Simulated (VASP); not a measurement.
Wanted: the native input for a VASP 6.6.1 run.

* Task: single point
* Functional: PBEsol
* Potentials or basis: VASP PAW PBE potentials, release 64 (Pb_d)
* Cutoff: 520 eV
* k mesh: 12 × 12 × 4
* Occupations: gaussian, width 0.1 eV
* Spin: no spin polarisation
* Dipole correction: no
* Further INCAR settings: ALGO = Fast; EDIFF = 1e-06; NBANDS = 36

The structure of Pb lies in POSCAR:

```
Pb
1.0
    3.4854049414      0.0000000000      0.0000000000
   -1.7427024707      3.0184492217      0.0000000000
    0.0000000000      0.0000000000     11.3934189976
Pb
4
Direct
    0.0000000000      0.0000000000      0.0000000000
    0.3333333333      0.6666666667      0.2500000000
    0.0000000000      0.0000000000      0.5000000000
    0.6666666667      0.3333333333      0.7500000000
```

This isn't the form of Pb at room conditions, which is fcc.

These files were run (other wordings do the same):

INCAR

```
SYSTEM = Pb
ALGO = Fast
EDIFF = 1E-6
ENCUT = 520
GGA = PS
ISIF = 2
ISMEAR = 0
LASPH = .True.
LCHARG = .True.
LELF = .True.
LREAL = .False.
LVHAR = .True.
LWAVE = .False.
NBANDS = 36
NELM = 80
PREC = Accurate
SIGMA = 0.1
```

KPOINTS

```
k-points
0
Gamma
  12 12 4
  0 0 0
```

Potentials or basis: VASP PAW PBE potentials, release 64 (Pb_d).

Launch:

```bash
$ cat potpaw_PBE.64/Pb_d/POTCAR > POTCAR
$ mpirun -np 1 vasp_std > vasp.out
```

Results of the run:

| Property | Result |
| --- | --- |
| Pressure | -0.1 GPa |
| Band gap on the k mesh | zero (bands 28 and 29 overlap by 7.84 eV) |

Caveat: the PAW data sets were made with another functional, which shifts forces and pressure a little; spin-orbit coupling is left out, which moves the levels of the heavy elements.

Run time: 2.2 min on 1 thread of Intel(R) Xeon(R) 6975P-C (Granite Rapids), with other jobs on the host, peak memory 0.35 GiB.
